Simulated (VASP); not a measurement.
Set up this calculation in VASP 6.6.1, as the native input.

| Item | Value |
| --- | --- |
| Task | single point |
| Functional | r2SCAN |
| Potentials or basis | VASP PAW PBE potentials, release 64 (Ta_pv) |
| Cutoff | 520 eV |
| k mesh | 18 × 18 × 18 |
| Occupations | gaussian, width 0.05 eV |
| Spin | no spin polarisation |
| Dipole correction | no |
| Further INCAR settings | ALGO = Normal; EDIFF = 1e-07; NBANDS = 12 |

Ta:

```
Ta
1.0
     0.00000    2.10013    2.10013
     2.10013    0.00000    2.10013
     2.10013    2.10013    0.00000
Ta
1
Direct
  0.00000 0.00000 0.00000
```

One way to write it, as run:

POSCAR

```
Ta
1.0
    0.0000000000      2.1001305324      2.1001305324
    2.1001305324      0.0000000000      2.1001305324
    2.1001305324      2.1001305324      0.0000000000
Ta
1
Direct
    0.0000000000      0.0000000000      0.0000000000
```

INCAR.step1

```
PREC = Accurate ; ENCUT = 520
ISMEAR = 0 ; SIGMA = 0.05
LREAL = False ; LASPH = True
NELM = 80 ; NBANDS = 12
GGA = PE ; ALGO = Normal
EDIFF = 1E-4 ; LWAVE = True
LCHARG = False
```

INCAR.step2

```
PREC = Accurate ; ENCUT = 520
EDIFF = 1E-7 ; ISMEAR = 0
SIGMA = 0.05 ; LREAL = False
LASPH = True ; NELM = 80
ALGO = Normal ; ISIF = 2
LWAVE = False ; LCHARG = True
METAGGA = R2SCAN ; LMIXTAU = True
LELF = True ; LVHAR = True
NBANDS = 12 ; ISTART = 1
```

KPOINTS

```
regular mesh
0
Gamma
  18 18 18
```

Potentials or basis: VASP PAW PBE potentials, release 64 (Ta_pv).

Launch:

```console
$ cat potpaw_PBE.64/Ta_pv/POTCAR > POTCAR
$ cp INCAR.step1 INCAR
$ mpirun -np 1 vasp_std > vasp.out
$ cp INCAR.step2 INCAR
$ mpirun -np 1 vasp_std > vasp.out
```

Results of the run:

* Pressure: 1.6 GPa

Caveat: the PAW data sets were made with another functional, which shifts forces and pressure a little.

Run time: 90 s on 1 thread of Intel(R) Xeon(R) Platinum 8488C (Sapphire Rapids) (shared host), peak memory 0.17 GiB.
